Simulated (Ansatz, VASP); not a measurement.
**AlN in VASP and in Ansatz**

POSCAR

```
AlN
1.0
    2.1919066949      2.1919066949      0.0000000000
   -2.1919066949      2.1919066949      0.0000000000
    0.0000000000      2.1919066949      2.1919066949
Al N
1 1
Direct
    0.0000000000      0.0000000000      0.0000000000
    0.2500000000      0.7500000000      0.5000000000
```

The input INCAR.step1:

```
SYSTEM = AlN
PREC     = Accurate       ! precision mode
ENCUT    = 520            ! plane-wave cutoff, eV
ISMEAR   = 0              ! smearing method
SIGMA    = 0.01           ! smearing width, eV
LREAL    = .FALSE.        ! projectors in reciprocal space
LASPH    = .TRUE.         ! aspherical terms in the spheres
NELM     = 60             ! most SCF steps
NBANDS   = 11             ! bands
GGA      = PE             ! functional
ALGO     = Normal         ! electronic algorithm
EDIFF    = 1E-4           ! SCF threshold, eV
LWAVE    = .TRUE.         ! write WAVECAR
LCHARG   = .FALSE.        ! write CHGCAR
```

INCAR.step2

```
SYSTEM = AlN
PREC     = Accurate       ! precision mode
ENCUT    = 520            ! plane-wave cutoff, eV
EDIFF    = 1E-6           ! SCF threshold, eV
ISMEAR   = 0              ! smearing method
SIGMA    = 0.01           ! smearing width, eV
LREAL    = .FALSE.        ! projectors in reciprocal space
LASPH    = .TRUE.         ! aspherical terms in the spheres
NELM     = 60             ! most SCF steps
ALGO     = Normal         ! electronic algorithm
ISIF     = 2              ! what is computed and relaxed
LWAVE    = .FALSE.        ! write WAVECAR
LCHARG   = .FALSE.        ! write CHGCAR
METAGGA  = R2SCAN         ! meta-GGA
LMIXTAU  = .TRUE.       
NBANDS   = 11             ! bands
ISTART   = 1
```

File KPOINTS:

```
Automatic mesh
0
G
  10 10 10
  0 0 0
```

Input for Ansatz:

```yaml
crystal:
  lattice:
    - [2.19190669494, 2.19190669494, 0.0]
    - [-2.19190669494, 2.19190669494, 0.0]
    - [0.0, 2.19190669494, 2.19190669494]
  atoms:
    - { symbol: Al, position: [0.0, 0.0, 0.0] }
    - { symbol: "N", position: [0.25, 0.75, 0.5] }
kpoints:
  mp_grid: { grid: [10, 10, 10] }
scf:
  occupations: { method: fixed }
  convergence: { dr2_threshold: 1.0e-10 }
hamiltonian:
  xc: r2scan
  pseudopotentials: { kind: paw }
output:
  forces: true
  stress: true
  eigenstates:
    kpoints:
      - [0.0, 0.0, 0.0]
      - [-0.5, 0.5, 0.0]
      - [-0.5, -0.5, -0.5]
      - [0.0, 0.0, -0.5]
      - [0.0, -0.5, -0.5]
      - [0.0, 0.5, 0.0]
      - [-0.5, 0.0, 0.0]
      - [-0.5, 0.0, -0.5]
  eigenvalues: true
```

Alike in both runs: task single point; functional r2SCAN; k mesh 10 × 10 × 10; no spin polarisation.

|  | VASP | Ansatz |
| --- | --- | --- |
| version | VASP 6.6.1 | Ansatz 0.2.0 |
| potentials or method | VASP PAW PBE potentials, release 64 (Al, N) | PAW with Ansatz's default frozen-core files, scalar-relativistic |
| plane-wave cutoff (eV) | 520 | 500 |
| occupations | gaussian, width 0.01 eV | fixed |
| valence electrons in the cell | 8 | 8 |

Ansatz gave:

- gap on the k mesh at the Fermi level (eV): 3.93
- pressure (GPa): -2.0

Task: What did VASP give for the same quantities?

Result: gap on the k mesh at the Fermi level (eV): 3.93; pressure (GPa): -2.4.

VASP's potentials were made for PBE, not for r2SCAN.
